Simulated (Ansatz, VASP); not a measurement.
# MgO: VASP beside Ansatz

The input INCAR:

```
SYSTEM = MgO
PREC = Accurate
ENCUT = 520
EDIFF = 1E-6
ISMEAR = 0
SIGMA = 0.05
LREAL = .FALSE.
LASPH = .TRUE.
NELM = 100
ALGO = Normal
ISIF = 2
LWAVE = .FALSE.
LCHARG = .FALSE.
GGA = PE
NBANDS = 11
```

File KPOINTS:

```
regular mesh
0
G
  12 12 8
  0 0 0
```

The input POSCAR:

```
MgO
1.0
    3.0699220773      0.0000000000      0.0000000000
   -1.5349610387      2.4296575443      0.0000000000
    0.0000000000      0.0000000000      2.6797873418
Mg O
1 1
Direct
    0.0000000000      0.0000000000      0.0000000000
    0.3333333333      0.6666666667      0.5000000000
```

Input for Ansatz:

```yaml
crystal:
  lattice:
    - [3.0699220773, 0.0, 0.0]
    - [-1.5349610387, 2.4296575443, 0.0]
    - [0.0, 0.0, 2.6797873418]
  atoms:
    - { symbol: Mg, position: [0.0, 0.0, 0.0] }
    - { symbol: O, position: [0.3333333333, 0.6666666667, 0.5] }
basis:
  ecutwfc: 420
kpoints:
  mp_grid: { grid: [12, 12, 8] }
hamiltonian:
  xc: pbe
scf:
  occupations: { method: gaussian, width: 0.05 }
output:
  forces: true
  stress: true
  eigenvalues: true
```

Change from the starting cell: strain +0.0450 x Voigt [1, -1, 0, 0, 0, 0], atoms carried along.

Alike in both runs: task single point; functional PBE; k mesh 12 × 12 × 8; occupations gaussian, width 0.05 eV; no spin polarisation.

|  | VASP | Ansatz |
| --- | --- | --- |
| version | VASP 6.6.1 | Ansatz 0.2.0 |
| potentials or method | VASP PAW PBE potentials, release 64 (Mg, O), cutoff 520 eV | scalar-relativistic, plane waves, PAW |
| valence electrons in the cell | 8 | 16 |

|  | VASP | Ansatz | Ansatz less VASP |
| --- | --- | --- | --- |
| gap on the k mesh at the Fermi level (eV) | 2.89 | 2.91 | +0.024 |
| least direct gap on the mesh (eV) | 3.35 | 3.37 | +0.022 |
| pressure (GPa) | 0.2 | 0.8 | +0.63 |
| traceless stress, the component that is largest in VASP (GPa) | 9.72 | 9.57 | -0.152 |
| rms of the force components (eV/Å) | 0.034 | 0.033 | -0.0015 |

Atom by atom the forces differ by 0.002 eV/Å (rms over components). VASP's potentials hold 8 valence electrons a cell and Ansatz's 16, so a difference there can come from the potentials and not from the codes.
